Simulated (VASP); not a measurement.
Runs of VASP 6.6.1 on TiAl. The structure is that of space group P4/mmm (No. 123), or close to it. The cells are those of the table. 

```tsv
cell	further INCAR settings	gap on the mesh (eV)	pressure (GPa)
a = 2.925, b = 2.925, c = 3.433 Å, 2 atoms	ALGO = Fast; EDIFF = 1e-06; NBANDS = 14	none	13.3
a = 3.433, b = 3.433, c = 3.179 Å, 2 atoms	ALGO = Fast; EDIFF = 1e-06; NBANDS = 14	none	(b)
a = 3.433, b = 3.433, c = 2.925 Å, 2 atoms	ALGO = Fast; EDIFF = 1e-06; NBANDS = 14	none	-5.4
a = 3.179, b = 3.179, c = 3.433 Å, 2 atoms	ALGO = Fast; EDIFF = 1e-07; NBANDS = 14	none	(a)
a = 3.179, b = 3.179, c = 2.925 Å, 2 atoms	ALGO = Fast; EDIFF = 1e-06; NBANDS = 14	none	12.3
a = 2.925, b = 2.925, c = 3.179 Å, 2 atoms	ALGO = Fast; EDIFF = 1e-06; NBANDS = 14	none	27.3
a = 2.925, b = 2.925, c = 3.306 Å, 2 atoms	ALGO = Fast; EDIFF = 1e-06; NBANDS = 14	none	19.7
```

Alike in all rows: task single point; level PBE; potentials or basis VASP PAW PBE potentials, release 64 (Ti_sv, Al); no spin polarisation; k mesh 16 × 16 × 16; cutoff (eV) 520; smearing gaussian 0.15 eV.

Problem. Fill in the values left out.

Solution. (a) -6.7; (b) -12.0.

A gap of «none» marks levels without a gap at the run's occupations.
